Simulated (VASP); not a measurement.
Write the native input for VASP 6.6.1 that does the following.

- Task: single point
- Functional: PBE
- Potentials or basis: VASP PAW PBE potentials, release 64 (Sn_d, O)
- Cutoff: 520 eV
- k mesh: 8 × 8 × 8
- Occupations: gaussian, width 0.1 eV
- Spin: no spin polarisation
- Dipole correction: no
- Further INCAR settings: ALGO = Normal; EDIFF = 1e-07; NBANDS = 64

The structure of SnO2 lies in POSCAR:

```
SnO2
1.0
    0.0000000000      4.8271903441     -3.2381522489
    0.0000000000     -4.8271903441     -3.2381522489
   -4.8271903441      0.0000000000      3.2381522489
Sn O
4 8
Direct
    0.2500000000      0.7500000000      0.5000000000
    0.7500000000      0.2500000000      0.5000000000
    0.0000000000      0.0000000000      0.0000000000
    0.5000000000      0.5000000000      0.0000000000
    0.5565765233      0.7500000000      0.8065765233
    0.0565765233      0.2500000000      0.8065765233
    0.9434234767      0.7500000000      0.1934234767
    0.4434234767      0.2500000000      0.1934234767
    0.5000000000      0.1934234767      0.6934234767
    0.0000000000      0.6934234767      0.6934234767
    0.5000000000      0.8065765233      0.3065765233
    0.0000000000      0.3065765233      0.3065765233
```

These files were run (other wordings do the same):

INCAR

```
ALGO = Normal
EDIFF = 1E-7
ENCUT = 520
GGA = PE
ISIF = 2
ISMEAR = 0
LASPH = True
LCHARG = False
LREAL = False
LWAVE = False
NBANDS = 64
NELM = 100
PREC = Accurate
SIGMA = 0.1
```

KPOINTS

```
k-points
0
Gamma
  8 8 8
```

Potentials or basis: VASP PAW PBE potentials, release 64 (Sn_d, O).

Run with:

```bash
$ cat potpaw_PBE.64/Sn_d/POTCAR potpaw_PBE.64/O/POTCAR > POTCAR
$ mpirun -np 1 vasp_std > vasp.out
```

It gave:

| Property | Result |
| --- | --- |
| Pressure | 0.6 GPa |
| Largest force | 0.017 eV/Å |
| Band gap on the k mesh | 0.67 eV |

Caveat: semilocal functionals underestimate gaps, and a narrow one can read as zero; spin-orbit coupling is left out, which moves the levels of the heavy elements.

It took 9.8 min on 1 thread of Intel(R) Xeon(R) Platinum 8488C (Sapphire Rapids), on a shared host, peak memory 0.57 GiB.
